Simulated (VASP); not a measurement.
A run of VASP 6.6.1:

The input INCAR:

```
SYSTEM = Si
PREC = Accurate ; ENCUT = 520
EDIFF = 1E-6 ; ISMEAR = 0
SIGMA = 0.02 ; LREAL = Auto
LASPH = .True. ; NELM = 100
ALGO = Normal ; ISIF = 2
LWAVE = .False. ; LCHARG = .False.
GGA = PE ; NBANDS = 48
```

The input KPOINTS:

```
Automatic mesh
0
Gamma
  2 2 2
  0 0 0
```

File POSCAR:

```
Si
1.0
    0.0000000000      5.4300000000      5.4300000000
    5.4300000000      0.0000000000      5.4300000000
    5.4300000000      5.4300000000      0.0000000000
Si
17
Direct
    0.0006529002      0.0003496561     -0.0009569094
    0.1230723944      0.1229403654      0.1226145385
   -0.0029900256     -0.0030406601      0.5027810746
    0.1232927107      0.1231912160      0.6304195651
   -0.0030188522      0.5032095286     -0.0031607270
    0.1230177216      0.6317868020      0.1224804898
   -0.0029753855      0.5033778711      0.5026683851
    0.1260990820      0.6247234171      0.6245209825
    0.5033852399     -0.0031192274     -0.0032070258
    0.6321064412      0.1228354316      0.1223941924
    0.5035129004     -0.0030325975      0.5025965528
    0.6247837416      0.1261025718      0.6244774487
    0.5033692927      0.5031649074     -0.0032878325
    0.6247079294      0.6246005144      0.1262159461
    0.4999755103      0.4999730179      0.5000640067
    0.6247734331      0.6246922207      0.6244105589
    1.2506372959      0.2503344748      0.2490779135
```

Potentials or basis: VASP PAW PBE potentials, release 64 (Si).

Command:

```sh
$ cat potpaw_PBE.64/Si/POTCAR > POTCAR
$ mpirun -np 1 vasp_std > vasp.out
```

Hardware: 1 thread of Intel(R) Xeon(R) Platinum 8559C (Emerald Rapids), with other jobs on the host.

Task: How long does it take, and how much memory?

Result: Run time: 110 s on 1 thread of Intel(R) Xeon(R) Platinum 8559C (Emerald Rapids) (shared host), peak memory 0.45 GiB. Counts: scf iterations 14, k points 8.
